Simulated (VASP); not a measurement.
Wanted: the native input for a VASP 6.6.1 run.

```
Task                   : single point
Functional             : PBE
Potentials or basis    : VASP PAW PBE potentials, release 64 (Rb_sv, N)
Cutoff                 : 520 eV
k mesh                 : 6 × 6 × 2
Occupations            : gaussian, width 0.1 eV
Spin                   : collinear spin, ferromagnetic start
Starting moments       : [0.0, 0.0, 0.0, 1.0] μB
Dipole correction      : no
Further INCAR settings : ALGO = Normal; EDIFF = 1e-07; NBANDS = 28
```

The structure of Rb3N lies in POSCAR:

```
Rb3N
1.0
    4.0362812200      0.0000000000      0.0000000000
   -2.0181406100      3.4955220700      0.0000000000
    0.0000000000      0.0000000000     13.0966787600
Rb N
3 1
Direct
    0.3333333300      0.6666666700      0.7536804100
    0.0000000000      0.0000000000      0.0000000000
    0.3333333300      0.6666666700      0.2463195900
    0.0000000000      0.0000000000      0.5000000000
```

The cell was generated, and may not be a known phase.

One way to write it, as run:

INCAR

```
SYSTEM = Rb3N
PREC     = Accurate       ! precision mode
ENCUT    = 520            ! plane-wave cutoff, eV
EDIFF    = 1E-7           ! SCF threshold, eV
ISMEAR   = 0              ! smearing method
SIGMA    = 0.1            ! smearing width, eV
LREAL    = .False.        ! projectors in reciprocal space
LASPH    = .True.         ! aspherical terms in the spheres
NELM     = 150            ! most SCF steps
ALGO     = Normal         ! electronic algorithm
ISIF     = 2              ! what is computed and relaxed
LWAVE    = .False.        ! write WAVECAR
LCHARG   = .True.         ! write CHGCAR
ISPIN    = 2              ! spin polarisation
MAGMOM   = 0 0 0 1        ! initial moments
LORBIT   = 11             ! projections on sites
GGA      = PE             ! functional
LELF     = .True.         ! ELF
LVHAR    = .True.       
NBANDS   = 28             ! bands
```

KPOINTS

```
regular mesh
0
Gamma
  6 6 2
  0 0 0
```

Potentials or basis: VASP PAW PBE potentials, release 64 (Rb_sv, N).

Run with:

```bash
$ cat potpaw_PBE.64/Rb_sv/POTCAR potpaw_PBE.64/N/POTCAR > POTCAR
$ mpirun -np 1 vasp_std > vasp.out
```

It gave:

```json
{"Pressure": "2.9 GPa", "Largest force": "1.246 eV/Å", "Net moment": "2.26 μB per cell", "Site moments": "Rb -0.00; N +1.48 μB", "Valence electrons inside the program's atomic spheres": "Rb 7.30, 7.32 (each value once); N 3.33"}
```

Caveat: forces of over 1 eV/Å act on the atoms, so gaps and moduli don't describe the material at rest.

It took 21 min on 1 thread of Oxide Virtual Turin-like Processor, on a shared host, peak memory 0.37 GiB.
